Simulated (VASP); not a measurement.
A run of VASP 6.6.1 is set up as follows.

Contents of POSCAR:

```
Zr
1.0
    2.9048939203      0.0000000000      0.0000000000
    0.0000000000      2.9048939203      0.0000000000
    0.0000000000      0.0000000000      2.9048939203
Zr
1
Direct
    0.0000000000      0.0000000000      0.0000000000
```

File INCAR.step1:

```
SYSTEM = Zr
  PREC = Accurate
  ENCUT = 520
  EDIFF = 1E-5
  ISMEAR = -1
  SIGMA = 0.1
  LREAL = .FALSE.
  LASPH = .TRUE.
  NELM = 100
  ALGO = Normal
  ISIF = 2
  LWAVE = .TRUE.
  LCHARG = .FALSE.
  GGA = PE
  NBANDS = 12
```

INCAR.step2

```
SYSTEM = Zr
  PREC = Accurate
  ENCUT = 520
  EDIFF = 1E-6
  ISMEAR = -1
  SIGMA = 0.1
  LREAL = .FALSE.
  LASPH = .TRUE.
  NELM = 100
  ALGO = Normal
  ISIF = 2
  LWAVE = .FALSE.
  LCHARG = .FALSE.
  METAGGA = R2SCAN
  LHFCALC = .TRUE.
  AEXX = 0.25
  LMIXTAU = .TRUE.
  PRECFOCK = Normal
  ISTART = 1
  NBANDS = 12
```

File KPOINTS:

```
Automatic mesh
0
G
  6 6 6
  0 0 0
```

Potentials or basis: VASP PAW PBE potentials, release 64 (Zr_sv).

The run is started by

```sh
$ cat potpaw_PBE.64/Zr_sv/POTCAR > POTCAR
$ cp INCAR.step1 INCAR
$ mpirun -np 1 vasp_std > vasp.out
$ cp INCAR.step2 INCAR
$ mpirun -np 1 vasp_std > vasp.out
```

(1) Estimate the pressure.

(2) Estimate the band gap on the k mesh.

## Answers

(1) -1.5 GPa.

(2) zero (bands 6 and 7 overlap by 4.19 eV).

Caveat: the k points lie up to 0.36 Å⁻¹ apart, too coarse for converged energies and pressures of a metal; the PAW data sets were made with another functional, which shifts forces and pressure a little.
